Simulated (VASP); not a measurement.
# NbRu3C (Pm-3m) in VASP: further runs

The runs below take NbRu3C through single point, relaxation of cell and atoms, with PBEsol.

Program: VASP 6.6.1. These are calculated values, not measurements. Logs are shortened: lines on timing, memory, paths and dates and some standing lists are left out, and cuts for length are marked.

## Step 1: The cell of the first run

Symmetry: Pm-3m, No. 221, cubic system. Conventional cell: a = 3.988 Å, b = 3.988 Å, c = 3.988 Å, α = 90.00°, β = 90.00°, γ = 90.00°. Within 2.6 Å of Ru (site symmetry 4/mmm) lie 2 C at 1.99 Å. Within 3.7 Å of Nb (site symmetry m-3m) lie 12 Ru at 2.82 Å and 8 C at 3.45 Å. C (site symmetry m-3m) has 6 Ru at 1.99 Å within 2.6 Å.

## Step 2: Single point, PBEsol

File INCAR:

```
PREC = Accurate
ENCUT = 520
EDIFF = 1E-7
ISMEAR = -1
SIGMA = 0.05
LREAL = False
LASPH = True
NELM = 100
ALGO = Normal
ISIF = 2
LWAVE = False
LCHARG = True
GGA = PS
LELF = True
LVHAR = True
NBANDS = 38
```

File KPOINTS:

```
regular mesh
0
Gamma
  7 7 7
```

File POSCAR:

```
NbRu3C
1.0
    3.9878451441      0.0000000000      0.0000000000
    0.0000000000      3.9878451441      0.0000000000
    0.0000000000      0.0000000000      3.9878451441
Ru Nb C
3 1 1
Direct
    0.5000000000      0.5000000000      0.0000000000
    0.5000000000      0.0000000000      0.5000000000
    0.0000000000      0.5000000000      0.5000000000
    0.0000000000      0.0000000000      0.0000000000
    0.5000000000      0.5000000000      0.5000000000
```

Potentials or basis: VASP PAW PBE potentials, release 64 (Ru_pv, Nb_sv, C).

Started as:

```sh
$ cat potpaw_PBE.64/Ru_pv/POTCAR potpaw_PBE.64/Nb_sv/POTCAR potpaw_PBE.64/C/POTCAR > POTCAR
$ mpirun -np 1 vasp_std > vasp.out
```

OUTCAR:

```text
PREC = Accurate
   ENCUT = 520
   EDIFF = 1E-7
   ISMEAR = -1
   LREAL = False
   LASPH = True
   NELM = 100
   ISIF = 2
   GGA = PS

 ion  position               nearest neighbor table
   1  0.500  0.500  0.000-   5 1.99   5 1.99   4 2.82   2 2.82   2 2.82   3 2.82   3 2.82   2 2.82
                             4 2.82   2 2.82   3 2.82   4 2.82   3 2.82   4 2.82
   2  0.500  0.000  0.500-   5 1.99   5 1.99   4 2.82   1 2.82   1 2.82   4 2.82   1 2.82   3 2.82
                             3 2.82   1 2.82   3 2.82   4 2.82   4 2.82   3 2.82
   3  0.000  0.500  0.500-   5 1.99   5 1.99   4 2.82   1 2.82   1 2.82   4 2.82   2 2.82   4 2.82
                             4 2.82   1 2.82   2 2.82   2 2.82   1 2.82   2 2.82
   4  0.000  0.000  0.000-   1 2.82   2 2.82   3 2.82   2 2.82   3 2.82   1 2.82   3 2.82   3 2.82
                             1 2.82   2 2.82   2 2.82   1 2.82
   5  0.500  0.500  0.500-   1 1.99   2 1.99   3 1.99   1 1.99   2 1.99   3 1.99

  LATTYP: Found a simple cubic cell.
 ALAT       =     3.9878451441

  Lattice vectors:

 A1 = (   3.9878451441,   0.0000000000,   0.0000000000)
 A2 = (   0.0000000000,   3.9878451441,   0.0000000000)
 A3 = (   0.0000000000,   0.0000000000,   3.9878451441)

Analysis of symmetry for initial positions (statically):
=====================================================================
 Subroutine PRICEL returns:
 Original cell was already a primitive cell.

 Routine SETGRP: Setting up the symmetry group for a
 simple cubic supercell.

 Subroutine GETGRP returns: Found 48 space group operations
 (whereof 48 operations were pure point group operations)
 out of a pool of 48 trial point group operations.

The static configuration has the point symmetry O_h .

Analysis of symmetry for dynamics (positions and initial velocities):
=====================================================================
 Subroutine PRICEL returns:
 Original cell was already a primitive cell.

 Routine SETGRP: Setting up the symmetry group for a
 simple cubic supercell.

 Subroutine GETGRP returns: Found 48 space group operations
 (whereof 48 operations were pure point group operations)
 out of a pool of 48 trial point group operations.

The dynamic configuration has the point symmetry O_h .

 Subroutine INISYM returns: Found 48 space group operations
 (whereof 48 operations are pure point group operations),
 and found     1 'primitive' translations

----------------------------------------------------------------------------------------

[... 94 lines left out ...]
   LREAL  =      F    real-space projection
   EDIFFG = 0.1E-05   stopping-criterion for IOM
   NSW    =      0    number of steps for IOM
   IBRION =     -1    ionic relax: 0-MD 1-quasi-New 2-CG
   NFREE  =      0    steps in history (QN), initial steepest desc. (CG)
   ISIF   =      2    stress and relaxation
   ISYM   =      2    0-nonsym 1-usesym 2-fastsym
   POTIM  = 0.5000    time-step for ionic-motion
   TEBEG  =    0.0;   TEEND  =   0.0 temperature during run
   PSTRESS=    0.0 pullay stress
   NELECT =      59.0000    total number of electrons
   NUPDOWN=      -1.0000    fix difference up-down
   EMIN   =  10.00;   EMAX   =-10.00  energy-range for DOS
   EFERMI =   0.00;   METHOD = LEGACY
   ISMEAR =    -1;   SIGMA  =   0.05  broadening in eV -4-tet -1-fermi 0-gaus
   EFERMI_NEDOS =   21; number of points for ismear=-14 and -15
   IALGO  =     38    algorithm
   IMIX   =      4    mixing-type and parameters
     AMIX     =   0.40;   BMIX     =  1.00
     AMIX_MAG =   1.60;   BMIX_MAG =  1.00
  volume/ion in A,a.u.               =      12.68        85.59
  Fermi-wavevector in a.u.,A,eV,Ry     =   1.598161  3.020087 34.750896  2.554119
  Thomas-Fermi vector in A             =   2.695654
   LORBIT       =      0    0 simple, 1 ext, 2 COOP (PROOUT), +10 PAW based schemes
   GGA     = PS    functional components
   LHFCALC =     F    Hartree Fock is set to
   AEXX    =    0.0000 exact exchange contribution
   IVDW    =     0    specifies the selected vdW correction
   LEPSILON=     F    determine dielectric tensor
   LRPA    =     F    only Hartree local field effects (RPA)
 non-spin polarized calculation
  energy-cutoff  :      520.00
  volume of cell :       63.42
 maximum number of plane-waves:      1743
 NGX is ok and might be reduce to    30
   NGX = 15   NGY = 15   NGZ = 15

 number of electron      58.9999992 magnetization

 Free energy of the ion-electron system (eV)
  ---------------------------------------------------
  ext. energy  EPLUGINS =         0.00000000
  ---------------------------------------------------
  free energy    TOTEN  =       -51.41494161 eV

  energy without entropy =      -51.39563801  energy(sigma->0) =      -51.40528981

 E-fermi :  12.9714     XC(G=0): -13.8192

 val. band max:       12.9024617921   @ k =   0.4286   0.1429   0.1429
 cond. band min:      12.9856275727   @ k =   0.4286   0.1429   0.1429
 fundamental gap:      0.0831657806
 Fermi energy:        12.9713824064

 k-point     1 :       0.0000    0.0000    0.0000
  band No.  band energies     occupation
      1     -42.8971      2.00000
      2     -30.8838      2.00000
      3     -30.8838      2.00000
      4     -30.8838      2.00000
      5     -30.1389      2.00000
      6     -30.1389      2.00000
[... 809 lines left out ...]
     37      15.7182      0.00000
     38      18.6552      0.00000

------------------------ aborting loop because EDIFF is reached ----------------------------------------

  FORCE on cell =-STRESS in cart. coord.  units (eV):
  Direction    XX          YY          ZZ          XY          YZ          ZX
  --------------------------------------------------------------------------------------
  -------------------------------------------------------------------------------------
  Total        1.9553754      1.9553754      1.9553754      0.0000000      0.0000000      0.0000000
  in kB       49.3998775     49.3998775     49.3998775      0.0000000      0.0000000      0.0000000
  external PRESSURE =      49.3998775 kB  Pullay stress =       0.0000000 kB

 VOLUME and BASIS-vectors are now :
 -----------------------------------------------------------------------------
  energy-cutoff  :      520.00
  volume of cell :       63.42
      direct lattice vectors                 reciprocal lattice vectors
     3.987845144  0.000000000  0.000000000     0.250761994  0.000000000  0.000000000
     0.000000000  3.987845144  0.000000000     0.000000000  0.250761994  0.000000000
     0.000000000  0.000000000  3.987845144     0.000000000  0.000000000  0.250761994

 POSITION                                       TOTAL-FORCE (eV/Angst)
 -----------------------------------------------------------------------------------
      1.99392      1.99392      0.00000         0.000000      0.000000      0.000000
      1.99392      0.00000      1.99392         0.000000      0.000000      0.000000
      0.00000      1.99392      1.99392         0.000000      0.000000      0.000000
      0.00000      0.00000      0.00000         0.000000      0.000000      0.000000
      1.99392      1.99392      1.99392         0.000000      0.000000      0.000000
 -----------------------------------------------------------------------------------
    total drift:                                0.000000      0.000000     -0.000000

  FREE ENERGIE OF THE ION-ELECTRON SYSTEM (eV)
  ---------------------------------------------------
  free  energy   TOTEN  =       -51.4149416106 eV

  energy  without entropy=      -51.3956380114  energy(sigma->0) =      -51.40528981
```

OSZICAR:

```text
N       E                     dE             d eps       ncg     rms          rms(c)
DAV:   1     0.712879302603E+03    0.71288E+03   -0.34414E+04  1520   0.168E+03
DAV:   2    -0.205894191944E+02   -0.73347E+03   -0.71502E+03  1622   0.567E+02
DAV:   3    -0.549659146511E+02   -0.34376E+02   -0.32922E+02  2384   0.115E+02
DAV:   4    -0.563365132289E+02   -0.13706E+01   -0.13599E+01  1972   0.196E+01
DAV:   5    -0.563987029849E+02   -0.62190E-01   -0.62116E-01  2306   0.427E+00    0.376E+01
DAV:   6    -0.517359222011E+02    0.46628E+01   -0.22227E+01  1962   0.270E+01    0.860E+00
DAV:   7    -0.515759601543E+02    0.15996E+00   -0.28107E+00  2210   0.899E+00    0.787E+00
DAV:   8    -0.514712603730E+02    0.10470E+00   -0.13344E+00  1948   0.556E+00    0.467E+00
DAV:   9    -0.514194247675E+02    0.51836E-01   -0.26802E-01  2066   0.248E+00    0.155E+00
DAV:  10    -0.514152247398E+02    0.42000E-02   -0.29835E-02  1948   0.937E-01    0.436E-01
DAV:  11    -0.514150019644E+02    0.22278E-03   -0.62356E-03  2174   0.578E-01    0.678E-02
DAV:  12    -0.514149452976E+02    0.56667E-04   -0.68233E-04  2146   0.169E-01    0.548E-02
DAV:  13    -0.514149424765E+02    0.28211E-05   -0.56684E-05  1788   0.463E-02    0.106E-02
DAV:  14    -0.514149417722E+02    0.70432E-06   -0.44480E-06  2494   0.127E-02    0.553E-03
DAV:  15    -0.514149414872E+02    0.28497E-06   -0.42446E-07  1566   0.364E-03    0.111E-03
DAV:  16    -0.514149415920E+02   -0.10481E-06   -0.63524E-08   984   0.196E-03    0.549E-04
DAV:  17    -0.514149416106E+02   -0.18514E-07   -0.14815E-08   874   0.109E-03
   1 F= -.51414942E+02 E0= -.51405290E+02  d E =-.193036E-01
```

Wall time 52 s (1 thread of Intel Xeon Platinum 8375C at 2.90GHz (Ice Lake), shared host); peak memory 0.19 GiB.

Results:

```yaml
Free_energy: -51.4149 eV
Pressure: 4.9 GPa
```

Caveat: the PAW data sets were made with another functional, which shifts forces and pressure a little.

[end of part 1 of 2]
